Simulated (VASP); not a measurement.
# Ta2N (P-31m) in VASP: a series of runs

The runs below take Ta2N through single point, with LDA.

Program: VASP 6.6.1. These are calculated values, not measurements. Logs are shortened: lines on timing, memory, paths and dates and some standing lists are left out, and cuts for length are marked.

## Step 1: The cell of the first run

Symmetry: P-31m, No. 162, trigonal system. The conventional cell has a = 5.376 Å, b = 5.376 Å, c = 4.619 Å, α = 90.00°, β = 90.00°, γ = 120.00°. Within 2.7 Å of Ta (site symmetry m) lie 3 N at 2.07 to 2.17 Å. Within 2.9 Å of N (site symmetry 32) lie 6 Ta at 2.17 Å. Within 2.7 Å of N (site symmetry -3m) lie 6 Ta at 2.07 Å.

## Step 2: Single point, LDA

INCAR reads:

```
SYSTEM = Ta2N
ALGO = Normal
EDIFF = 1E-6
ENCUT = 520
ISIF = 2
ISMEAR = 0
LASPH = .TRUE.
LCHARG = .FALSE.
LREAL = .FALSE.
LWAVE = .FALSE.
NBANDS = 50
NELM = 80
PREC = Accurate
SIGMA = 0.15
```

KPOINTS reads:

```
k-points
0
G
  9 9 8
  0 0 0
```

POSCAR reads:

```
Ta2N
1.0
    5.3763138840      0.0000000000      0.0000000000
   -2.6881569420      4.6560244023      0.0000000000
    0.0000000000      0.0000000000      4.6193288891
Ta N
6 3
Direct
    0.6788818548      0.6788818548      0.7526041962
    0.0000000000      0.3211181452      0.7526041962
    0.3211181452      0.0000000000      0.7526041962
    0.3211181452      0.3211181452      0.2473958038
    0.0000000000      0.6788818548      0.2473958038
    0.6788818548      0.0000000000      0.2473958038
    0.6666666667      0.3333333333      0.5000000000
    0.3333333333      0.6666666667      0.5000000000
    0.0000000000      0.0000000000      0.0000000000
```

Potentials or basis: VASP PAW LDA potentials, release 64 (Ta_pv, N).

Started as:

```console
cat potpaw_LDA.64/Ta_pv/POTCAR potpaw_LDA.64/N/POTCAR > POTCAR
mpirun -np 1 vasp_std > vasp.out
```

OUTCAR:

```text
SYSTEM = Ta2N
   EDIFF = 1E-6
   ENCUT = 520
   ISIF = 2
   ISMEAR = 0
   LASPH = .TRUE.
   LREAL = .FALSE.
   NELM = 80
   PREC = Accurate

 ion  position               nearest neighbor table
   1  0.679  0.679  0.753-   9 2.07   8 2.17   7 2.17   5 2.86   6 2.86   5 2.90   6 2.90   4 2.99
                             3 2.99   2 2.99   4 3.02   3 3.16   2 3.16   2 3.16   3 3.16
   2  0.000  0.321  0.753-   9 2.07   7 2.17   8 2.17   4 2.86   6 2.86   4 2.90   6 2.90   5 2.99
                             3 2.99   1 2.99   5 3.02   3 3.16   1 3.16   1 3.16   3 3.16
   3  0.321  0.000  0.753-   9 2.07   8 2.17   7 2.17   5 2.86   4 2.86   4 2.90   5 2.90   6 2.99
                             2 2.99   1 2.99   6 3.02   1 3.16   2 3.16   2 3.16   1 3.16
   4  0.321  0.321  0.247-   9 2.07   7 2.17   8 2.17   2 2.86   3 2.86   2 2.90   3 2.90   1 2.99
                             6 2.99   5 2.99   1 3.02   6 3.16   5 3.16   5 3.16   6 3.16
   5  0.000  0.679  0.247-   9 2.07   8 2.17   7 2.17   1 2.86   3 2.86   1 2.90   3 2.90   2 2.99
                             6 2.99   4 2.99   2 3.02   6 3.16   4 3.16   4 3.16   6 3.16
   6  0.679  0.000  0.247-   9 2.07   7 2.17   8 2.17   2 2.86   1 2.86   2 2.90   1 2.90   3 2.99
                             5 2.99   4 2.99   3 3.02   4 3.16   5 3.16   4 3.16   5 3.16
   7  0.667  0.333  0.500-   2 2.17   6 2.17   3 2.17   5 2.17   4 2.17   1 2.17
   8  0.333  0.667  0.500-   5 2.17   3 2.17   6 2.17   2 2.17   1 2.17   4 2.17
   9  0.000  0.000  0.000-   3 2.07   6 2.07   1 2.07   4 2.07   5 2.07   2 2.07

  LATTYP: Found a hexagonal cell.
 ALAT       =     5.3763138840
 C/A-ratio  =     0.8592000000

  Lattice vectors:

 A1 = (   5.3763138840,   0.0000000000,   0.0000000000)
 A2 = (  -2.6881569420,   4.6560244023,   0.0000000000)
 A3 = (   0.0000000000,   0.0000000000,   4.6193288891)

Analysis of symmetry for initial positions (statically):
=====================================================================
 Subroutine PRICEL returns:
 Original cell was already a primitive cell.

 Routine SETGRP: Setting up the symmetry group for a
 hexagonal supercell.

 Subroutine GETGRP returns: Found 12 space group operations
 (whereof 12 operations were pure point group operations)
 out of a pool of 24 trial point group operations.

The static configuration has the point symmetry D_3d.

Analysis of symmetry for dynamics (positions and initial velocities):
=====================================================================
 Subroutine PRICEL returns:
 Original cell was already a primitive cell.

 Routine SETGRP: Setting up the symmetry group for a
 hexagonal supercell.

 Subroutine GETGRP returns: Found 12 space group operations
 (whereof 12 operations were pure point group operations)
 out of a pool of 24 trial point group operations.

The dynamic configuration has the point symmetry D_3d.

[... 127 lines left out ...]
   ISMEAR =     0;   SIGMA  =   0.15  broadening in eV -4-tet -1-fermi 0-gaus
   EFERMI_NEDOS =   21; number of points for ismear=-14 and -15
   IALGO  =     38    algorithm
   IMIX   =      4    mixing-type and parameters
     AMIX     =   0.40;   BMIX     =  1.00
     AMIX_MAG =   1.60;   BMIX_MAG =  1.00
  volume/ion in A,a.u.               =      12.85        86.70
  Fermi-wavevector in a.u.,A,eV,Ry     =   1.453930  2.747530 28.761537  2.113913
  Thomas-Fermi vector in A             =   2.571140
   LORBIT       =      0    0 simple, 1 ext, 2 COOP (PROOUT), +10 PAW based schemes
   GGA     = CA    functional components
   LHFCALC =     F    Hartree Fock is set to
   AEXX    =    0.0000 exact exchange contribution
   IVDW    =     0    specifies the selected vdW correction
   LEPSILON=     F    determine dielectric tensor
   LRPA    =     F    only Hartree local field effects (RPA)
 non-spin polarized calculation
 Gauss-broadening in eV      SIGMA  =   0.15
  energy-cutoff  :      520.00
  volume of cell :      115.63
 maximum number of plane-waves:      3144
   NGX = 19   NGY = 19   NGZ = 17

 number of electron      81.0000003 magnetization

 Free energy of the ion-electron system (eV)
  ---------------------------------------------------
  ext. energy  EPLUGINS =         0.00000000
  ---------------------------------------------------
  free energy    TOTEN  =      -113.29641618 eV

  energy without entropy =     -113.25501716  energy(sigma->0) =     -113.27571667

 E-fermi :   7.6009     XC(G=0): -13.3392

 val. band max:        7.5939801631   @ k =   0.0000   0.0000   0.0000
 cond. band min:       7.6037741001   @ k =  -0.1111  -0.4444   0.1250
 fundamental gap:      0.0097939370
 Fermi energy:         7.6009082855

 k-point     1 :       0.0000    0.0000    0.0000
  band No.  band energies     occupation
      1     -28.0124      2.00000
      2     -27.3616      2.00000
      3     -27.2988      2.00000
      4     -27.2988      2.00000
      5     -27.2926      2.00000
      6     -27.1963      2.00000
[... 1261 lines left out ...]
     49      10.9076      0.00000
     50      11.1133      0.00000

 [... further k-points ...]

------------------------ aborting loop because EDIFF is reached ----------------------------------------

  FORCE on cell =-STRESS in cart. coord.  units (eV):
  Direction    XX          YY          ZZ          XY          YZ          ZX
  --------------------------------------------------------------------------------------
  -------------------------------------------------------------------------------------
  Total       -2.7980744     -2.7980744     15.1088342      0.0000000      0.0000000      0.0000000
  in kB      -38.7695803    -38.7695803    209.3450943      0.0000000      0.0000000      0.0000000
  external PRESSURE =      43.9353112 kB  Pullay stress =       0.0000000 kB

 VOLUME and BASIS-vectors are now :
 -----------------------------------------------------------------------------
  energy-cutoff  :      520.00
  volume of cell :      115.63
      direct lattice vectors                 reciprocal lattice vectors
     5.376313884  0.000000000  0.000000000     0.186001045  0.107387753  0.000000000
    -2.688156942  4.656024402  0.000000000     0.000000000  0.214775507  0.000000000
     0.000000000  0.000000000  4.619328889     0.000000000  0.000000000  0.216481663

 POSITION                                       TOTAL-FORCE (eV/Angst)
 -----------------------------------------------------------------------------------
      1.82494      3.16089      3.47653        -0.821823     -1.423440     -0.909394
     -0.86322      1.49513      3.47653        -0.821823      1.423440     -0.909394
      1.72643      0.00000      3.47653         1.643647     -0.000000     -0.909394
      0.86322      1.49513      1.14280         0.821823      1.423440      0.909394
     -1.82494      3.16089      1.14280         0.821823     -1.423440      0.909394
      3.64988      0.00000      1.14280        -1.643647      0.000000      0.909394
      2.68816      1.55201      2.30966         0.000000      0.000000      0.000000
     -0.00000      3.10402      2.30966         0.000000      0.000000     -0.000000
      0.00000      0.00000      0.00000         0.000000      0.000000      0.000000
 -----------------------------------------------------------------------------------
    total drift:                                0.000000      0.000000      0.000000

  FREE ENERGIE OF THE ION-ELECTRON SYSTEM (eV)
  ---------------------------------------------------
  free  energy   TOTEN  =      -113.2964161757 eV

  energy  without entropy=     -113.2550171642  energy(sigma->0) =     -113.27571667
```

stdout:

```text
POSCAR found type information on POSCAR TaN
 POSCAR found :  2 types and       9 ions
 scaLAPACK will be used
 LDA part: xc-table for (Slater(with rela. corr.)+CA(PZ))
 , standard interpolation
 POSCAR, INCAR and KPOINTS ok, starting setup
 FFT: planning ... GRIDC
 FFT: planning ... GRID_SOFT
 FFT: planning ... GRID
 WAVECAR not read
 entering main loop
```

It took 5.7 min on 1 thread of Intel Xeon Platinum 8375C at 2.90GHz (Ice Lake), shared host; peak memory 0.43 GiB.

Results:

| Quantity | Value |
| --- | --- |
| Free energy | -113.2964 eV |
| Pressure | 4.4 GPa |
| Largest force | 1.878 eV/Å |
| Band gap on the k mesh | zero (an odd number of electrons rules out a gap without spin polarisation) |

Forces on the atoms (eV/Å):
```
Ta  -0.822 -1.423 -0.909
Ta  -0.822  1.423 -0.909
Ta   1.644  0.000 -0.909
Ta   0.822  1.423  0.909
Ta   0.822 -1.423  0.909
Ta  -1.644  0.000  0.909
N    0.000  0.000  0.000
N    0.000  0.000  0.000
N    0.000  0.000  0.000
```

Caveat: the stress differs along the axes, from -4 to 21 GPa; spin-orbit coupling is left out, which moves the levels of the heavy elements; forces of over 1 eV/Å act on the atoms, so gaps and moduli don't describe the material at rest.

## Step 3: Single point, LDA

This run uses another cell than the first one, of the same volume but with other edges.

INCAR reads:

```
  PREC = Accurate
  ENCUT = 520
  EDIFF = 1E-6
  ISMEAR = 0
  SIGMA = 0.15
  LREAL = False
  LASPH = True
  NELM = 80
  ALGO = Normal
  ISIF = 2
  LWAVE = False
  LCHARG = False
  GGA = CA
  NBANDS = 50
```

KPOINTS reads:

```
regular mesh
0
Gamma
  9 9 8
```

POSCAR reads:

```
Ta2N
1.0
    5.0963826899      0.0000000000      0.0000000000
   -2.5481913449      4.4135968768      0.0000000000
    0.0000000000      0.0000000000      5.1407212193
Ta N
6 3
Direct
    0.7027876405      0.7027876405      0.7526041962
    0.0000000000      0.2972123595      0.7526041962
    0.2972123595      0.0000000000      0.7526041962
    0.2972123595      0.2972123595      0.2473958038
    0.0000000000      0.7027876405      0.2473958038
    0.7027876405      0.0000000000      0.2473958038
    0.6666666667      0.3333333333      0.5000000000
    0.3333333333      0.6666666667      0.5000000000
    0.0000000000      0.0000000000      0.0000000000
```

Potentials or basis: VASP PAW LDA potentials, release 64 (Ta_pv, N).

Started as:

```console
cat potpaw_LDA.64/Ta_pv/POTCAR potpaw_LDA.64/N/POTCAR > POTCAR
mpirun -np 1 vasp_std > vasp.out
```

Run time: 6.3 min. Hardware: 1 thread of Intel Xeon Platinum 8375C at 2.90GHz (Ice Lake), shared host; peak memory 0.44 GiB.

It converged, with:

```
Free energy            : -110.1906 eV
Pressure               : 16.4 GPa
Largest force          : 7.181 eV/Å
Band gap on the k mesh : zero (an odd number of electrons rules out a gap without spin polarisation)
```

Forces in eV/Å, atoms in the order of the input:
```
Ta  -3.413 -5.911 -2.232
Ta  -3.413  5.911 -2.232
Ta   6.826  0.000 -2.232
Ta   3.413  5.911  2.232
Ta   3.413 -5.911  2.232
Ta  -6.826  0.000  2.232
N    0.000  0.000  0.000
N    0.000  0.000  0.000
N    0.000  0.000  0.000
```

Stress tensor (GPa, compression positive):
```
24.72  0.00  0.00
 0.00 24.72  0.00
 0.00  0.00 -0.34
```

Levels at points of the mesh, in eV from the Fermi level:
```csv
k point,band 39,band 40,band 41,band 42,band 43,band 44
"(0.00, 0.00, 0.00)",-0.71,0.08,0.08,0.24,0.24,1.66
"(0.00, 0.00, 0.50)",-0.97,-0.74,-0.74,0.24,0.24,1.84
```

Caveat: the stress differs along the axes, from -0 to 25 GPa; spin-orbit coupling is left out, which moves the levels of the heavy elements; forces of over 1 eV/Å act on the atoms, so gaps and moduli don't describe the material at rest.
